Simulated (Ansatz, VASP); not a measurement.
Given: the input of a run of VASP 6.6.1 on SrCl2.

The input INCAR:

```
PREC = Accurate ; ENCUT = 520
EDIFF = 1E-6 ; ISMEAR = -1
SIGMA = 0.05 ; LREAL = F
LASPH = T ; NELM = 80
ALGO = Normal ; ISIF = 2
LWAVE = F ; LCHARG = F
GGA = PS ; NBANDS = 19
```

Contents of KPOINTS:

```
Automatic mesh
0
Gamma
  7 7 7
```

File POSCAR:

```
SrCl2
1.0
    0.0000000000      3.4171392023      3.4171392023
    3.4171392023      0.0000000000      3.4171392023
    3.4171392023      3.4171392023      0.0000000000
Sr Cl
1 2
Direct
    0.0000000000      0.0000000000      0.0000000000
    0.7500000000      0.7500000000      0.7500000000
    0.2500000000      0.2500000000      0.2500000000
```

Potentials or basis: VASP PAW PBE potentials, release 64 (Sr_sv, Cl).

Command:

```bash
$ cat potpaw_PBE.64/Sr_sv/POTCAR potpaw_PBE.64/Cl/POTCAR > POTCAR
$ mpirun -np 1 vasp_std > vasp.out
```

Question: Set up the same calculation for Ansatz 0.2.0. Potentials there: all-electron LAPW, scalar-relativistic.

Answer: As run (the cutoff follows the program's own potentials):

input.yaml

```yaml
crystal:
  lattice:
    - [0.0, 3.4171392023, 3.4171392023]
    - [3.4171392023, 0.0, 3.4171392023]
    - [3.4171392023, 3.4171392023, 0.0]
  atoms:
    - { symbol: Sr, position: [0.0, 0.0, 0.0] }
    - { symbol: Cl, position: [0.75, 0.75, 0.75] }
    - { symbol: Cl, position: [0.25, 0.25, 0.25] }
kpoints:
  mp_grid: { grid: [7, 7, 7] }
scf:
  occupations: { method: fermi_dirac, width: 0.05 }
hamiltonian:
  xc: pbesol
  pseudopotentials: { kind: all_electron, lapw: { basis_error: 0.001 } }
output:
  forces: true
  stress: true
  eigenvalues: true
```

Potentials or basis: all-electron LAPW, scalar-relativistic.

The run is started by

```bash
$ ansatz run input.yaml --threads 2 --pin off --max-ram 8192MiB --backend cpu --events-out ev --progress --plain --runs-dir out
```

Both were run:

|  | VASP | Ansatz | Ansatz less VASP |
| --- | --- | --- | --- |
| gap on the k mesh at the Fermi level (eV) | 5.40 | 5.41 | +0.012 |
| least direct gap on the mesh (eV) | 5.54 | 5.54 | +0.002 |
| pressure (GPa) | 1.5 | 1.3 | -0.16 |

VASP's potentials were made for PBE, not for PBEsol. Ansatz ran all-electron here, and VASP with PAW potentials.
